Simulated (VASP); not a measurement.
# TiO2 (P4_2/mnm) in VASP: notebook

Runs on TiO2. Level: PBE+U. Tasks: single point, relaxation of cell and atoms.

All numbers are computed with VASP 6.6.1; they aren't measurements. Logs are shortened: lines on timing, memory, paths and dates and some standing lists are left out, and cuts for length are marked.

**1. The cell of the first run**

The structure is tetragonal, space group P4_2/mnm (No. 136). The conventional cell has a = 4.640 Å, b = 4.640 Å, c = 3.007 Å, α = 90.00°, β = 90.00°, γ = 90.00°. Within 2.6 Å of Ti (site symmetry mmm) lie 6 O at 1.97 to 2.01 Å. Within 2.6 Å of O (site symmetry m2m) lie 3 Ti at 1.97 to 2.01 Å and 1 O at 2.55 Å.

**2. Single point, PBE+U**

Contents of INCAR:

```
SYSTEM = TiO2
PREC = Accurate
ENCUT = 520
EDIFF = 1E-7
ISMEAR = 0
SIGMA = 0.1
LREAL = .FALSE.
LASPH = .TRUE.
NELM = 150
ALGO = Normal
ISIF = 2
LWAVE = .FALSE.
LCHARG = .TRUE.
LMAXMIX = 4
LDAU = .TRUE.
LDAUTYPE = 2
LDAUL = 2 -1
LDAUU = 4 0
LDAUJ = 0 0
LDAUPRINT = 1
GGA = PE
LELF = .TRUE.
LVHAR = .TRUE.
NBANDS = 33
```

Contents of KPOINTS:

```
regular mesh
0
G
  4 4 6
  0 0 0
```

Contents of POSCAR:

```
TiO2
1.0
    4.6399446936      0.0000000000      0.0000000000
    0.0000000000      4.6399446936      0.0000000000
    0.0000000000      0.0000000000      3.0067234922
Ti O
2 4
Direct
    0.0000000000      0.0000000000      0.0000000000
    0.5000000000      0.5000000000      0.5000000000
    0.3056748301      0.3056748301      0.0000000000
    0.1943251699      0.8056748301      0.5000000000
    0.6943251699      0.6943251699      0.0000000000
    0.8056748301      0.1943251699      0.5000000000
```

Potentials or basis: VASP PAW PBE potentials, release 64 (Ti_sv, O).

The run is started by

```
$ cat potpaw_PBE.64/Ti_sv/POTCAR potpaw_PBE.64/O/POTCAR > POTCAR
$ mpirun -np 1 vasp_std > vasp.out
```

OUTCAR:

```text
SYSTEM = TiO2
   PREC = Accurate
   ENCUT = 520
   EDIFF = 1E-7
   ISMEAR = 0
   LREAL = .FALSE.
   LASPH = .TRUE.
   NELM = 150
   ISIF = 2
   GGA = PE

 ion  position               nearest neighbor table
   1  0.000  0.000  0.000-   4 1.97   6 1.97   4 1.97   6 1.97   5 2.01   3 2.01
   2  0.500  0.500  0.500-   3 1.97   5 1.97   3 1.97   5 1.97   4 2.01   6 2.01
   3  0.306  0.306  0.000-   2 1.97   2 1.97   1 2.01
   4  0.194  0.806  0.500-   1 1.97   1 1.97   2 2.01
   5  0.694  0.694  0.000-   2 1.97   2 1.97   1 2.01
   6  0.806  0.194  0.500-   1 1.97   1 1.97   2 2.01

  LATTYP: Found a simple tetragonal cell.
 ALAT       =     4.6399446936
 C/A-ratio  =     0.6480084766

  Lattice vectors:

 A1 = (   4.6399446936,   0.0000000000,   0.0000000000)
 A2 = (   0.0000000000,   4.6399446936,   0.0000000000)
 A3 = (   0.0000000000,   0.0000000000,   3.0067234922)

Analysis of symmetry for initial positions (statically):
=====================================================================
 Subroutine PRICEL returns:
 Original cell was already a primitive cell.

 Routine SETGRP: Setting up the symmetry group for a
 simple tetragonal supercell.

 Subroutine GETGRP returns: Found 16 space group operations
 (whereof  8 operations were pure point group operations)
 out of a pool of 16 trial point group operations.

The static configuration has the point symmetry D_2h.
 The point group associated with its full space group is D_4h.

Analysis of symmetry for dynamics (positions and initial velocities):
=====================================================================
 Subroutine PRICEL returns:
 Original cell was already a primitive cell.

 Routine SETGRP: Setting up the symmetry group for a
 simple tetragonal supercell.

 Subroutine GETGRP returns: Found 16 space group operations
 (whereof  8 operations were pure point group operations)
 out of a pool of 16 trial point group operations.

The dynamic configuration has the point symmetry D_2h.
 The point group associated with its full space group is D_4h.

 Subroutine INISYM returns: Found 16 space group operations
 (whereof  8 operations are pure point group operations),
 and found     1 'primitive' translations

----------------------------------------------------------------------------------------

                                     Primitive cell

  volume of cell :      64.7320

  direct lattice vectors                    reciprocal lattice vectors
     4.639944694  0.000000000  0.000000000     0.215519810  0.000000000  0.000000000
     0.000000000  4.639944694  0.000000000     0.000000000  0.215519810  0.000000000
     0.000000000  0.000000000  3.006723492     0.000000000  0.000000000  0.332587949

  length of vectors
     4.639944694  4.639944694  3.006723492     0.215519810  0.215519810  0.332587949

  position of ions in fractional coordinates (direct lattice)
     0.000000000  0.000000000  0.000000000
     0.500000000  0.500000000  0.500000000
     0.305674830  0.305674830  0.000000000
     0.194325170  0.805674830  0.500000000
     0.694325170  0.694325170  0.000000000
     0.805674830  0.194325170  0.500000000

  ion indices of the primitive-cell ions
   primitive index   ion index
                 1           1
                 2           2
                 3           3
                 4           4
                 5           5
[... 105 lines left out ...]
   LEPSILON=     F    determine dielectric tensor
   LRPA    =     F    only Hartree local field effects (RPA)
 non-spin polarized calculation
 Gauss-broadening in eV      SIGMA  =   0.10
  energy-cutoff  :      520.00
  volume of cell :       64.73
 maximum number of plane-waves:      1764
 NGX is ok and might be reduce to    36
   NGX = 17   NGY = 17   NGZ = 11

atom =   1  type =  1  l = 2

 onsite density matrix

spin component  1

  0.1895  0.0000 -0.0749  0.0000  0.0000
  0.0000  0.1819  0.0000 -0.0853  0.0000
 -0.0749  0.0000  0.1269  0.0000 -0.0000
  0.0000 -0.0853  0.0000  0.1819  0.0000
  0.0000  0.0000 -0.0000  0.0000  0.0982

spin component  2

  0.1895  0.0000 -0.0749  0.0000  0.0000
  0.0000  0.1819  0.0000 -0.0853  0.0000
 -0.0749  0.0000  0.1269  0.0000 -0.0000
  0.0000 -0.0853  0.0000  0.1819  0.0000
  0.0000  0.0000 -0.0000  0.0000  0.0982

 occupancies and eigenvectors

  o =  0.0770  v =  0.5544 -0.0000  0.8322 -0.0000  0.0000  0.0000  0.0000  0.0000  0.0000  0.0000      0.0000  0.0000  0.0000  0.0000  0.0000  0.0000  0.0000  0.0000  0.0000  0.0000
  o =  0.0770  v =  0.0000  0.0000  0.0000  0.0000  0.0000  0.5544 -0.0000  0.8322 -0.0000  0.0000      0.0000  0.0000  0.0000  0.0000  0.0000  0.0000  0.0000  0.0000  0.0000  0.0000
  o =  0.0966  v = -0.0000 -0.7071 -0.0000 -0.7071  0.0000  0.0000  0.0000  0.0000  0.0000  0.0000      0.0000  0.0000  0.0000  0.0000  0.0000  0.0000  0.0000  0.0000  0.0000  0.0000
  o =  0.0966  v =  0.0000  0.0000  0.0000  0.0000  0.0000 -0.0000 -0.7071 -0.0000 -0.7071  0.0000      0.0000  0.0000  0.0000  0.0000  0.0000  0.0000  0.0000  0.0000  0.0000  0.0000
  o =  0.0982  v =  0.0000  0.0000  0.0000  0.0000  0.0000 -0.0000  0.0000 -0.0000  0.0000  1.0000      0.0000  0.0000  0.0000  0.0000  0.0000  0.0000  0.0000  0.0000  0.0000  0.0000
  o =  0.0982  v = -0.0000  0.0000 -0.0000  0.0000  1.0000  0.0000  0.0000  0.0000  0.0000  0.0000      0.0000  0.0000  0.0000  0.0000  0.0000  0.0000  0.0000  0.0000  0.0000  0.0000
  o =  0.2394  v =  0.8322 -0.0000 -0.5544  0.0000  0.0000  0.0000  0.0000  0.0000  0.0000  0.0000      0.0000  0.0000  0.0000  0.0000  0.0000  0.0000  0.0000  0.0000  0.0000  0.0000
  o =  0.2394  v =  0.0000  0.0000  0.0000  0.0000  0.0000  0.8322 -0.0000 -0.5544  0.0000  0.0000      0.0000  0.0000  0.0000  0.0000  0.0000  0.0000  0.0000  0.0000  0.0000  0.0000
  o =  0.2672  v =  0.0000  0.7071 -0.0000 -0.7071  0.0000  0.0000  0.0000  0.0000  0.0000  0.0000      0.0000  0.0000  0.0000  0.0000  0.0000  0.0000  0.0000  0.0000  0.0000  0.0000
  o =  0.2672  v =  0.0000  0.0000  0.0000  0.0000  0.0000  0.0000  0.7071 -0.0000 -0.7071  0.0000      0.0000  0.0000  0.0000  0.0000  0.0000  0.0000  0.0000  0.0000  0.0000  0.0000

atom =   2  type =  1  l = 2

 onsite density matrix

spin component  1

  0.1895  0.0000  0.0749  0.0000  0.0000
  0.0000  0.1819  0.0000  0.0853  0.0000
  0.0749  0.0000  0.1269  0.0000  0.0000
  0.0000  0.0853  0.0000  0.1819  0.0000
  0.0000  0.0000  0.0000  0.0000  0.0982

spin component  2

  0.1895  0.0000  0.0749  0.0000  0.0000
  0.0000  0.1819  0.0000  0.0853  0.0000
  0.0749  0.0000  0.1269  0.0000  0.0000
  0.0000  0.0853  0.0000  0.1819  0.0000
  0.0000  0.0000  0.0000  0.0000  0.0982

 occupancies and eigenvectors

  o =  0.0770  v = -0.5544  0.0000  0.8322 -0.0000 -0.0000  0.0000  0.0000  0.0000  0.0000  0.0000      0.0000  0.0000  0.0000  0.0000  0.0000  0.0000  0.0000  0.0000  0.0000  0.0000
  o =  0.0770  v =  0.0000  0.0000  0.0000  0.0000  0.0000 -0.5544  0.0000  0.8322 -0.0000 -0.0000      0.0000  0.0000  0.0000  0.0000  0.0000  0.0000  0.0000  0.0000  0.0000  0.0000
  o =  0.0966  v = -0.0000 -0.7071  0.0000  0.7071 -0.0000  0.0000  0.0000  0.0000  0.0000  0.0000      0.0000  0.0000  0.0000  0.0000  0.0000  0.0000  0.0000  0.0000  0.0000  0.0000
  o =  0.0966  v =  0.0000  0.0000  0.0000  0.0000  0.0000 -0.0000 -0.7071  0.0000  0.7071 -0.0000      0.0000  0.0000  0.0000  0.0000  0.0000  0.0000  0.0000  0.0000  0.0000  0.0000
  o =  0.0982  v = -0.0000 -0.0000  0.0000  0.0000  1.0000  0.0000  0.0000  0.0000  0.0000  0.0000      0.0000  0.0000  0.0000  0.0000  0.0000  0.0000  0.0000  0.0000  0.0000  0.0000
  o =  0.0982  v =  0.0000  0.0000  0.0000  0.0000  0.0000 -0.0000 -0.0000  0.0000  0.0000  1.0000      0.0000  0.0000  0.0000  0.0000  0.0000  0.0000  0.0000  0.0000  0.0000  0.0000
  o =  0.2394  v = -0.8322 -0.0000 -0.5544 -0.0000 -0.0000  0.0000  0.0000  0.0000  0.0000  0.0000      0.0000  0.0000  0.0000  0.0000  0.0000  0.0000  0.0000  0.0000  0.0000  0.0000
  o =  0.2394  v =  0.0000  0.0000  0.0000  0.0000  0.0000 -0.8322 -0.0000 -0.5544 -0.0000 -0.0000      0.0000  0.0000  0.0000  0.0000  0.0000  0.0000  0.0000  0.0000  0.0000  0.0000
  o =  0.2672  v =  0.0000 -0.7071  0.0000 -0.7071  0.0000  0.0000  0.0000  0.0000  0.0000  0.0000      0.0000  0.0000  0.0000  0.0000  0.0000  0.0000  0.0000  0.0000  0.0000  0.0000
  o =  0.2672  v =  0.0000  0.0000  0.0000  0.0000  0.0000  0.0000 -0.7071  0.0000 -0.7071  0.0000      0.0000  0.0000  0.0000  0.0000  0.0000  0.0000  0.0000  0.0000  0.0000  0.0000

 number of electron      48.0000028 magnetization

 Free energy of the ion-electron system (eV)
  ---------------------------------------------------
  ext. energy  EPLUGINS =         0.00000000
  ---------------------------------------------------
  free energy    TOTEN  =       -48.44667757 eV

  energy without entropy =      -48.44667757  energy(sigma->0) =      -48.44667757

 E-fermi :   5.2588     XC(G=0): -11.2344

 val. band max:        4.7958601155   @ k =   0.0000   0.0000   0.0000
 cond. band min:       7.1074140298   @ k =   0.0000   0.0000   0.0000
 fundamental gap:      2.3115539142
 Fermi energy:         5.2588430290

 k-point     1 :       0.0000    0.0000    0.0000
  band No.  band energies     occupation
      1     -53.3190      2.00000
      2     -53.3057      2.00000
      3     -29.5406      2.00000
      4     -29.5406      2.00000
      5     -29.4112      2.00000
      6     -29.4112      2.00000
[... 853 lines left out ...]
     32      10.3163      0.00000
     33      10.3839      0.00000

------------------------ aborting loop because EDIFF is reached ----------------------------------------

  FORCE on cell =-STRESS in cart. coord.  units (eV):
  Direction    XX          YY          ZZ          XY          YZ          ZX
  --------------------------------------------------------------------------------------
  -------------------------------------------------------------------------------------
  Total        1.5312920      1.5312920      1.7963199      0.0000000      0.0000000      0.0000000
  in kB       37.9008978     37.9008978     44.4605854      0.0000000      0.0000000      0.0000000
  external PRESSURE =      40.0874604 kB  Pullay stress =       0.0000000 kB

 VOLUME and BASIS-vectors are now :
 -----------------------------------------------------------------------------
  energy-cutoff  :      520.00
  volume of cell :       64.73
      direct lattice vectors                 reciprocal lattice vectors
     4.639944694  0.000000000  0.000000000     0.215519810  0.000000000  0.000000000
     0.000000000  4.639944694  0.000000000     0.000000000  0.215519810  0.000000000
     0.000000000  0.000000000  3.006723492     0.000000000  0.000000000  0.332587949

 POSITION                                       TOTAL-FORCE (eV/Angst)
 -----------------------------------------------------------------------------------
      0.00000      0.00000      0.00000         0.000000     -0.000000      0.000000
      2.31997      2.31997      1.50336         0.000000     -0.000000      0.000000
      1.41831      1.41831      0.00000        -0.106865     -0.106865     -0.000000
      0.90166      3.73829      1.50336         0.106865     -0.106865      0.000000
      3.22163      3.22163      0.00000         0.106865      0.106865      0.000000
      3.73829      0.90166      1.50336        -0.106865      0.106865      0.000000
 -----------------------------------------------------------------------------------
    total drift:                               -0.000000      0.000000      0.000000

  FREE ENERGIE OF THE ION-ELECTRON SYSTEM (eV)
  ---------------------------------------------------
  free  energy   TOTEN  =       -48.4466775737 eV

  energy  without entropy=      -48.4466775737  energy(sigma->0) =      -48.44667757
```

Run time: 94 s. Hardware: 1 thread of Intel Xeon 8259CL, shared host; peak memory 0.19 GiB.

Results:

- Free energy: -48.4467 eV
- Pressure: 4.0 GPa
- Largest force: 0.151 eV/Å
- Band gap on the k mesh: 2.31 eV

Forces on the atoms (eV/Å):
```
Ti   0.000  0.000  0.000
Ti   0.000  0.000  0.000
O   -0.107 -0.107  0.000
O    0.107 -0.107  0.000
O    0.107  0.107  0.000
O   -0.107  0.107  0.000
```

Eigenvalues of the final occupation matrices:
```tsv
site	spin	trace	eigenvalues
site 1 d	1	0.78	0.08 0.10 0.10 0.24 0.27
site 1 d	2	0.78	0.08 0.10 0.10 0.24 0.27
site 2 d	1	0.78	0.08 0.10 0.10 0.24 0.27
site 2 d	2	0.78	0.08 0.10 0.10 0.24 0.27
```

Caveat: the cell stands under pressure. A k mesh can miss the band edges.

**3. Relaxation of cell and atoms, PBE+U**

This run uses another cell than the first one, of 10.39 Å³/atom.

Contents of INCAR:

```
ALGO = Normal ; EDIFF = 1E-6
EDIFFG = -0.05 ; ENCUT = 600
GGA = PE ; IBRION = 2
ISIF = 3 ; ISMEAR = 0
LASPH = True ; LCHARG = False
LDAU = True ; LDAUJ = 0 0
LDAUL = 2 -1 ; LDAUPRINT = 1
LDAUTYPE = 2 ; LDAUU = 4 0
LMAXMIX = 4 ; LREAL = False
LWAVE = False ; NELM = 150
NSW = 100 ; PREC = Accurate
SIGMA = 0.1
```

Contents of KPOINTS:

```
k-points
0
Gamma
  4 4 6
```

Contents of POSCAR:

```
TiO2
1.0
    4.5922000000      0.0000000000      0.0000000000
    0.0000000000      4.5922000000      0.0000000000
    0.0000000000      0.0000000000      2.9574000000
Ti O
2 4
Direct
    0.0000000000      0.0000000000      0.0000000000
    0.5000000000      0.5000000000      0.5000000000
    0.3049600000      0.3049600000      0.0000000000
    0.1950400000      0.8049600000      0.5000000000
    0.6950400000      0.6950400000      0.0000000000
    0.8049600000      0.1950400000      0.5000000000
```

Potentials or basis: VASP PAW PBE potentials, release 64 (Ti_sv, O).

The run is started by

```
$ cat potpaw_PBE.64/Ti_sv/POTCAR potpaw_PBE.64/O/POTCAR > POTCAR
$ mpirun -np 1 vasp_std > vasp.out
```

Run time: 4.8 min. Hardware: 1 thread of Intel Xeon 8259CL, shared host; peak memory 0.22 GiB.

Results (log left out):

| Quantity | Value |
| --- | --- |
| Free energy | -48.4623 eV |
| Relaxed volume | 10.96 Å³/atom |
| Relaxed cell | a = 4.666 Å, b = 4.666 Å, c = 3.020 Å, α = 90.00°, β = 90.00°, γ = 90.00° |
| Space group after relaxing (to 0.1 Å) | P4_2/mnm (No. 136) |
| Energy gained by relaxing | 23.1 meV/atom |
| Ionic steps | 5 |
| Pressure after relaxing | 0.1 GPa |
| Largest force after relaxing | 0.026 eV/Å |
| Band gap on the k mesh | 2.24 eV (least direct gap 2.25 eV) |

Forces on the atoms (eV/Å):
```
Ti   0.000  0.000  0.000
Ti   0.000  0.000  0.000
O    0.018  0.018  0.000
O   -0.018  0.018  0.000
O   -0.018 -0.018  0.000
O    0.018 -0.018  0.000
```

Stress tensor (GPa, compression positive):
```
0.13 0.00 0.00
0.00 0.13 0.00
0.00 0.00 0.00
```

Step by step:
```csv
step,energy change (eV),largest force (eV/Å),pressure (GPa),volume (Å³)
1,0.0000,0.2500,13.34,62.37
2,0.0982,0.4594,-13.73,70.50
3,-0.1371,0.1226,-0.05,65.72
4,-0.1371,0.1163,0.17,65.65
5,-0.1387,0.0258,0.09,65.76
```

Final structure:
```cif
data_structure
_symmetry_space_group_name_H-M 'P 1'
_symmetry_Int_Tables_number 1
_cell_length_a 4.6662
_cell_length_b 4.6662
_cell_length_c 3.0203
_cell_angle_alpha 90.000
_cell_angle_beta 90.000
_cell_angle_gamma 90.000
_cell_volume 65.76
loop_
_atom_site_label
_atom_site_type_symbol
_atom_site_fract_x
_atom_site_fract_y
_atom_site_fract_z
_atom_site_occupancy
Ti1 Ti 0.00000 0.00000 0.00000 1
Ti2 Ti 0.50000 0.50000 0.50000 1
O1 O 0.30490 0.30490 0.00000 1
O2 O 0.19510 0.80490 0.50000 1
O3 O 0.69510 0.69510 0.00000 1
O4 O 0.80490 0.19510 0.50000 1
```

Levels at points of the mesh, in eV from the valence-band top:
```csv
k point,band 22,band 23,band 24,band 25,band 26,band 27
"(0.00, 0.00, 0.00)",-0.51,-0.51,0.00,2.25,2.45,2.74
"(0.50, 0.00, 0.00)",-1.69,-0.74,-0.74,2.81,2.81,3.29
"(0.50, 0.50, 0.00)",-1.45,-1.16,-1.16,2.24,2.24,2.82
"(0.00, 0.00, 0.50)",-2.19,-1.44,-1.44,3.22,3.22,3.45
"(0.50, 0.00, 0.50)",-1.91,-1.03,-1.03,2.28,2.28,3.50
"(0.50, 0.50, 0.50)",-1.18,-0.73,-0.73,2.89,2.89,3.44
```

Eigenvalues of the final occupation matrices:
```
    site  spin  trace               eigenvalues
site 1 d     1   0.77  0.08 0.10 0.10 0.24 0.26
site 1 d     2   0.77  0.08 0.10 0.10 0.24 0.26
site 2 d     1   0.77  0.08 0.10 0.10 0.24 0.26
site 2 d     2   0.77  0.08 0.10 0.10 0.24 0.26
```

Caveat: the relaxation stopped at a loose force limit of 0.05 eV/Å, so its end isn't a converged minimum.
